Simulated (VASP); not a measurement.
# CdH6 (Pm-3m) in VASP: a series of runs

Runs on CdH6. Level: PBE. Tasks: single point, relaxation of cell and atoms.

Everything below comes from runs of VASP 6.6.1. Logs are shortened: lines on timing, memory, paths and dates and some standing lists are left out, and cuts for length are marked.

**1. The cell of the first run**

The structure is cubic, space group Pm-3m (No. 221). Conventional cell: a = 5.324 Å, b = 5.324 Å, c = 5.324 Å, α = 90.00°, β = 90.00°, γ = 90.00°. Within 5.0 Å of Cd (site symmetry m-3m) lie 24 H at 3.78 Å. Within 1.0 Å of H (site symmetry 4mm) lie 1 H at 0.75 Å.

The cell was generated, and may not be a known phase.

**2. Single point, PBE**

File INCAR:

```
SYSTEM = CdH6
PREC     = Accurate       ! precision mode
ENCUT    = 520            ! plane-wave cutoff, eV
EDIFF    = 1E-6           ! SCF threshold, eV
ISMEAR   = 0              ! smearing method
SIGMA    = 0.1            ! smearing width, eV
LREAL    = .False.        ! projectors in reciprocal space
LASPH    = .True.         ! aspherical terms in the spheres
NELM     = 100            ! most SCF steps
ALGO     = Normal         ! electronic algorithm
ISIF     = 2              ! what is computed and relaxed
LWAVE    = .False.        ! write WAVECAR
LCHARG   = .False.        ! write CHGCAR
GGA      = PE             ! functional
NBANDS   = 18             ! bands
```

File KPOINTS:

```
Automatic mesh
0
Gamma
  4 4 4
  0 0 0
```

File POSCAR:

```
CdH6
1.0
    5.3235842182      0.0000000000      0.0000000000
    0.0000000000      5.3235842182      0.0000000000
    0.0000000000      0.0000000000      5.3235842182
Cd H
1 6
Direct
    0.0000000000      0.0000000000      0.0000000000
    0.0704584000      0.5000000000      0.5000000000
    0.5000000000      0.0704584000      0.5000000000
    0.9295416000      0.5000000000      0.5000000000
    0.5000000000      0.9295416000      0.5000000000
    0.5000000000      0.5000000000      0.0704584000
    0.5000000000      0.5000000000      0.9295416000
```

Potentials or basis: VASP PAW PBE potentials, release 64 (Cd, H).

Run with:

```
$ cat potpaw_PBE.64/Cd/POTCAR potpaw_PBE.64/H/POTCAR > POTCAR
$ mpirun -np 1 vasp_std > vasp.out
```

OUTCAR:

```text
SYSTEM = CdH6
   PREC = Accurate
   ENCUT = 520
   EDIFF = 1E-6
   ISMEAR = 0
   LREAL = .False.
   LASPH = .True.
   NELM = 100
   ISIF = 2
   GGA = PE

 ion  position               nearest neighbor table
   1  0.000  0.000  0.000-
   2  0.070  0.500  0.500-   4 0.75
   3  0.500  0.070  0.500-   5 0.75
   4  0.930  0.500  0.500-   2 0.75
   5  0.500  0.930  0.500-   3 0.75
   6  0.500  0.500  0.070-   7 0.75
   7  0.500  0.500  0.930-   6 0.75

  LATTYP: Found a simple cubic cell.
 ALAT       =     5.3235842182

  Lattice vectors:

 A1 = (   5.3235842182,   0.0000000000,   0.0000000000)
 A2 = (   0.0000000000,   5.3235842182,   0.0000000000)
 A3 = (   0.0000000000,   0.0000000000,   5.3235842182)

Analysis of symmetry for initial positions (statically):
=====================================================================
 Subroutine PRICEL returns:
 Original cell was already a primitive cell.

 Routine SETGRP: Setting up the symmetry group for a
 simple cubic supercell.

 Subroutine GETGRP returns: Found 48 space group operations
 (whereof 48 operations were pure point group operations)
 out of a pool of 48 trial point group operations.

The static configuration has the point symmetry O_h .

Analysis of symmetry for dynamics (positions and initial velocities):
=====================================================================
 Subroutine PRICEL returns:
 Original cell was already a primitive cell.

 Routine SETGRP: Setting up the symmetry group for a
 simple cubic supercell.

 Subroutine GETGRP returns: Found 48 space group operations
 (whereof 48 operations were pure point group operations)
 out of a pool of 48 trial point group operations.

The dynamic configuration has the point symmetry O_h .

 Subroutine INISYM returns: Found 48 space group operations
 (whereof 48 operations are pure point group operations),
 and found     1 'primitive' translations

----------------------------------------------------------------------------------------

                                     Primitive cell

  volume of cell :     150.8733

  direct lattice vectors                    reciprocal lattice vectors
     5.323584218  0.000000000  0.000000000     0.187843370  0.000000000  0.000000000
     0.000000000  5.323584218  0.000000000     0.000000000  0.187843370  0.000000000
     0.000000000  0.000000000  5.323584218     0.000000000  0.000000000  0.187843370

  length of vectors
     5.323584218  5.323584218  5.323584218     0.187843370  0.187843370  0.187843370

  position of ions in fractional coordinates (direct lattice)
     0.000000000  0.000000000  0.000000000
     0.070458400  0.500000000  0.500000000
     0.500000000  0.070458400  0.500000000
     0.929541600  0.500000000  0.500000000
     0.500000000  0.929541600  0.500000000
     0.500000000  0.500000000  0.070458400
     0.500000000  0.500000000  0.929541600

  ion indices of the primitive-cell ions
   primitive index   ion index
                 1           1
                 2           2
                 3           3
                 4           4
                 5           5
                 6           6
                 7           7

----------------------------------------------------------------------------------------

 KPOINTS: Automatic mesh

Automatic generation of k-mesh.
 Grid dimensions read from file:
 generate k-points for:    4    4    4

 Generating k-lattice:

  Cartesian coordinates                     Fractional coordinates (reciprocal lattice)
     0.046960842  0.000000000  0.000000000     0.250000000  0.000000000  0.000000000
     0.000000000  0.046960842  0.000000000     0.000000000  0.250000000  0.000000000
     0.000000000  0.000000000  0.046960842     0.000000000  0.000000000  0.250000000

  Length of vectors
     0.046960842  0.046960842  0.046960842

  Shift w.r.t. Gamma in fractional coordinates (k-lattice)
     0.000000000  0.000000000  0.000000000

 Subroutine IBZKPT returns following result:
 ===========================================

 Found     10 irreducible k-points:

 Following reciprocal coordinates:
            Coordinates               Weight
  0.000000  0.000000  0.000000      1.000000
  0.250000  0.000000  0.000000      6.000000
  0.500000  0.000000  0.000000      3.000000
  0.250000  0.250000  0.000000     12.000000
  0.500000  0.250000  0.000000     12.000000
  0.500000  0.500000  0.000000      3.000000
  0.250000  0.250000  0.250000      8.000000
  0.500000  0.250000  0.250000     12.000000
  0.500000  0.500000  0.250000      6.000000
  0.500000  0.500000  0.500000      1.000000
   k-points           NKPTS =     10   k-points in BZ     NKDIM =     10   number of bands    NBANDS=     18
   number of dos      NEDOS =    301   number of ions     NIONS =      7
   total plane-waves  NPLWV =  64000
   dimension x,y,z NGX =    40 NGY =   40 NGZ =   40
   dimension x,y,z NGXF=    80 NGYF=   80 NGZF=   80
   ions per type =               1   6
   NGX,Y,Z   is equivalent  to a cutoff of  12.49, 12.49, 12.49 a.u.
   NGXF,Y,Z  is equivalent  to a cutoff of  24.98, 24.98, 24.98 a.u.
 SYSTEM =  CdH6
   PREC   = accura    normal or accurate (medium, high low for compatibility)
   ISTART =      0    job   : 0-new  1-cont  2-samecut
   ICHARG =      2    charge: 1-file 2-atom 10-const
   ISPIN  =      1    spin polarized calculation?
   LNONCOLLINEAR =      F non collinear calculations
   LSORBIT =      F    spin-orbit coupling
   LASPH  =      T    aspherical Exc in radial PAW
   ENCUT  =  520.0 eV  38.22 Ry    6.18 a.u.   9.90  9.90  9.90*2*pi/ulx,y,z
   NELM   =    100;   NELMIN=  2; NELMDL= -5     # of ELM steps
   EDIFF  = 0.1E-05   stopping-criterion for ELM
   LREAL  =      F    real-space projection
   EDIFFG = 0.1E-04   stopping-criterion for IOM
   NSW    =      0    number of steps for IOM
   IBRION =     -1    ionic relax: 0-MD 1-quasi-New 2-CG
   NFREE  =      0    steps in history (QN), initial steepest desc. (CG)
   ISIF   =      2    stress and relaxation
   ISYM   =      2    0-nonsym 1-usesym 2-fastsym
   POTIM  = 0.5000    time-step for ionic-motion
   TEBEG  =    0.0;   TEEND  =   0.0 temperature during run
   PSTRESS=    0.0 pullay stress
   NELECT =      18.0000    total number of electrons
   NUPDOWN=      -1.0000    fix difference up-down
   EMIN   =  10.00;   EMAX   =-10.00  energy-range for DOS
   EFERMI =   0.00;   METHOD = LEGACY
   ISMEAR =     0;   SIGMA  =   0.10  broadening in eV -4-tet -1-fermi 0-gaus
   EFERMI_NEDOS =   21; number of points for ismear=-14 and -15
   IALGO  =     38    algorithm
   IMIX   =      4    mixing-type and parameters
     AMIX     =   0.40;   BMIX     =  1.00
     AMIX_MAG =   1.60;   BMIX_MAG =  1.00
  volume/ion in A,a.u.               =      21.55       145.45
  Fermi-wavevector in a.u.,A,eV,Ry     =   0.805925  1.522978  8.837199  0.649516
  Thomas-Fermi vector in A             =   1.914262
   LORBIT       =      0    0 simple, 1 ext, 2 COOP (PROOUT), +10 PAW based schemes
   GGA     = PE    functional components
   LHFCALC =     F    Hartree Fock is set to
   AEXX    =    0.0000 exact exchange contribution
   IVDW    =     0    specifies the selected vdW correction
   LEPSILON=     F    determine dielectric tensor
   LRPA    =     F    only Hartree local field effects (RPA)
 non-spin polarized calculation
 Gauss-broadening in eV      SIGMA  =   0.10
  energy-cutoff  :      520.00
  volume of cell :      150.87
 maximum number of plane-waves:      4076
 NGX is ok and might be reduce to    40
   NGX = 19   NGY = 19   NGZ = 19

 number of electron      17.9999997 magnetization

 Free energy of the ion-electron system (eV)
  ---------------------------------------------------
  ext. energy  EPLUGINS =         0.00000000
  ---------------------------------------------------
  free energy    TOTEN  =       -20.32823646 eV

  energy without entropy =      -20.32823646  energy(sigma->0) =      -20.32823646

 E-fermi :  -2.9935     XC(G=0):  -5.3554

 val. band max:       -3.4530458235   @ k =   0.5000   0.5000   0.5000
 cond. band min:      -0.0851127989   @ k =   0.5000   0.5000   0.5000
 fundamental gap:      3.3679330246
 Fermi energy:        -2.9934696058

 k-point     1 :       0.0000    0.0000    0.0000
  band No.  band energies     occupation
      1      -9.9083      2.00000
      2      -9.9083      2.00000
      3      -9.8887      2.00000
      4      -9.8887      2.00000
      5      -9.8887      2.00000
      6      -9.4374      2.00000
[... 10 lines left out ...]
     17       5.1410      0.00000
     18       5.1410      0.00000

 k-point     2 :       0.2500    0.0000    0.0000
  band No.  band energies     occupation
      1      -9.9038      2.00000
      2      -9.9021      2.00000
      3      -9.8905      2.00000
      4      -9.8905      2.00000
      5      -9.8885      2.00000
      6      -9.3319      2.00000
[... 10 lines left out ...]
     17       4.7815      0.00000
     18       6.2138      0.00000

 k-point     3 :       0.5000    0.0000    0.0000
  band No.  band energies     occupation
      1      -9.8994      2.00000
      2      -9.8963      2.00000
      3      -9.8924      2.00000
      4      -9.8924      2.00000
      5      -9.8884      2.00000
      6      -9.1523      2.00000
[... 10 lines left out ...]
     17       4.7921      0.00000
     18       6.6551      0.00000

 k-point     4 :       0.2500    0.2500    0.0000
  band No.  band energies     occupation
      1      -9.9017      2.00000
      2      -9.8967      2.00000
      3      -9.8960      2.00000
      4      -9.8904      2.00000
      5      -9.8903      2.00000
      6      -9.2338      2.00000
[... 81 lines left out ...]
      4      -9.8908      2.00000
      5      -9.8862      2.00000
      6      -8.9954      2.00000
[... 10 lines left out ...]
     17       5.8545      0.00000
     18       6.1731      0.00000

 k-point     9 :       0.5000    0.5000    0.2500
  band No.  band energies     occupation
      1      -9.9176      2.00000
      2      -9.9046      2.00000
      3      -9.9046      2.00000
      4      -9.8879      2.00000
      5      -9.8822      2.00000
      6      -8.8588      2.00000
[... 10 lines left out ...]
     17       5.8857      0.00000
     18       5.9553      0.00000

 k-point    10 :       0.5000    0.5000    0.5000
  band No.  band energies     occupation
      1      -9.9167      2.00000
      2      -9.9167      2.00000
      3      -9.9167      2.00000
      4      -9.8820      2.00000
      5      -9.8820      2.00000
      6      -8.8318      2.00000
[... 10 lines left out ...]
     17       5.9356      0.00000
     18       5.9356      0.00000

------------------------ aborting loop because EDIFF is reached ----------------------------------------

  FORCE on cell =-STRESS in cart. coord.  units (eV):
  Direction    XX          YY          ZZ          XY          YZ          ZX
  --------------------------------------------------------------------------------------
  -------------------------------------------------------------------------------------
  Total        0.2054463      0.2054463      0.2054463      0.0000000      0.0000000      0.0000000
  in kB        2.1817071      2.1817071      2.1817071      0.0000000      0.0000000      0.0000000
  external PRESSURE =       2.1817071 kB  Pullay stress =       0.0000000 kB

 VOLUME and BASIS-vectors are now :
 -----------------------------------------------------------------------------
  energy-cutoff  :      520.00
  volume of cell :      150.87
      direct lattice vectors                 reciprocal lattice vectors
     5.323584218  0.000000000  0.000000000     0.187843370  0.000000000  0.000000000
     0.000000000  5.323584218  0.000000000     0.000000000  0.187843370  0.000000000
     0.000000000  0.000000000  5.323584218     0.000000000  0.000000000  0.187843370

 POSITION                                       TOTAL-FORCE (eV/Angst)
 -----------------------------------------------------------------------------------
      0.00000      0.00000      0.00000         0.000000      0.000000     -0.000000
      0.37509      2.66179      2.66179        -0.021757      0.000000     -0.000000
      2.66179      0.37509      2.66179         0.000000     -0.021757     -0.000000
      4.94849      2.66179      2.66179         0.021757      0.000000     -0.000000
      2.66179      4.94849      2.66179         0.000000      0.021757     -0.000000
      2.66179      2.66179      0.37509         0.000000      0.000000     -0.021757
      2.66179      2.66179      4.94849         0.000000      0.000000      0.021757
 -----------------------------------------------------------------------------------
    total drift:                                0.000000     -0.000000      0.000000

  FREE ENERGIE OF THE ION-ELECTRON SYSTEM (eV)
  ---------------------------------------------------
  free  energy   TOTEN  =       -20.3282364635 eV

  energy  without entropy=      -20.3282364635  energy(sigma->0) =      -20.32823646
```

Run time: 22 s. Hardware: 1 thread of Intel Xeon Platinum 8259CL at 2.50GHz (Skylake/Cascade Lake), shared host; peak memory 0.24 GiB.

What came out:

| Quantity | Value |
| --- | --- |
| Free energy | -20.3282 eV |
| Pressure | 0.2 GPa |
| Largest force | 0.022 eV/Å |
| Band gap on the k mesh | 3.37 eV |

Forces in eV/Å, atoms in the order of the input:
```
Cd   0.000  0.000  0.000
H   -0.022  0.000  0.000
H    0.000 -0.022  0.000
H    0.022  0.000  0.000
H    0.000  0.022  0.000
H    0.000  0.000 -0.022
H    0.000  0.000  0.022
```

Levels at points of the mesh, in eV from the valence-band top:
| k point | band 5 | band 6 | band 7 | band 8 | band 9 | band 10 | band 11 | band 12 | band 13 | band 14 |
| --- | --- | --- | --- | --- | --- | --- | --- | --- | --- | --- |
| (0.00, 0.00, 0.00) | -6.44 | -5.98 | -5.18 | -5.18 | -0.27 | 4.25 | 4.25 | 4.25 | 7.51 | 7.51 |
| (0.50, 0.00, 0.00) | -6.44 | -5.70 | -5.46 | -5.19 | -0.40 | 4.07 | 5.14 | 5.14 | 5.95 | 5.95 |
| (0.50, 0.50, 0.00) | -6.43 | -5.43 | -5.43 | -5.40 | -0.36 | 3.84 | 3.84 | 4.23 | 5.70 | 6.53 |
| (0.50, 0.50, 0.50) | -6.43 | -5.38 | -5.38 | -5.38 | 0.00 | 3.37 | 3.37 | 3.37 | 3.38 | 9.11 |

A k mesh can miss the band edges.

**3. Single point, PBE**

This run uses another cell than the first one, of 30.34 Å³/atom.

File INCAR:

```
PREC     = Accurate       # precision mode
ENCUT    = 520            # plane-wave cutoff, eV
EDIFF    = 1E-6           # SCF threshold, eV
ISMEAR   = 0              # smearing method
SIGMA    = 0.02           # smearing width, eV
LREAL    = False          # projectors in reciprocal space
LASPH    = True           # aspherical terms in the spheres
NELM     = 60             # most SCF steps
ALGO     = Normal         # electronic algorithm
ISIF     = 2              # what is computed and relaxed
LWAVE    = False          # write WAVECAR
LCHARG   = True           # write CHGCAR
GGA      = PE             # functional
LELF     = True           # ELF
LVHAR    = True         
NBANDS   = 18             # bands
```

File KPOINTS:

```
regular mesh
0
Gamma
  4 4 4
```

File POSCAR:

```
CdH6
1.0
    5.9663094078      0.0000000000      0.0000000000
    0.0000000000      5.9663094078      0.0000000000
    0.0000000000      0.0000000000      5.9663094078
Cd H
1 6
Direct
    0.0000000000      0.0000000000      0.0000000000
    0.0628808557      0.5000000000      0.5000000000
    0.5000000000      0.0628808557      0.5000000000
    0.9371191443      0.5000000000      0.5000000000
    0.5000000000      0.9371191443      0.5000000000
    0.5000000000      0.5000000000      0.0628808557
    0.5000000000      0.5000000000      0.9371191443
```

Potentials or basis: VASP PAW PBE potentials, release 64 (Cd, H).

Run with:

```
$ cat potpaw_PBE.64/Cd/POTCAR potpaw_PBE.64/H/POTCAR > POTCAR
$ mpirun -np 1 vasp_std > vasp.out
```

It took 39 s on 1 thread of Intel Xeon Platinum 8259CL at 2.50GHz (Skylake/Cascade Lake), shared host; peak memory 0.32 GiB.

The run converged. Its results:

| Property | Result |
| --- | --- |
| Free energy | -20.3800 eV |
| Pressure | 0.0 GPa |
| Largest force | 0.014 eV/Å |
| Band gap on the k mesh | 3.77 eV |

Forces in eV/Å, atoms in the order of the input:
```
Cd   0.000  0.000  0.000
H   -0.014  0.000  0.000
H    0.000 -0.014  0.000
H    0.014  0.000  0.000
H    0.000  0.014  0.000
H    0.000  0.000 -0.014
H    0.000  0.000  0.014
```

Levels at points of the mesh, in eV from the valence-band top:
```
           k point  band 5  band 6  band 7  band 8  band 9  band 10  band 11  band 12  band 13  band 14
(0.00, 0.00, 0.00)   -6.25   -5.30   -4.95   -4.95   -0.20     4.44     4.44     4.44     6.69     6.96
(0.50, 0.00, 0.00)   -6.25   -5.17   -5.07   -4.95   -0.22     4.02     4.97     4.97     5.92     6.00
(0.50, 0.50, 0.00)   -6.24   -5.06   -5.06   -5.05   -0.16     3.99     3.99     4.54     5.30     6.46
(0.50, 0.50, 0.50)   -6.24   -5.04   -5.04   -5.04    0.00     3.77     3.77     3.77     4.01     8.11
```

(Part 1 of 2 ends here.)
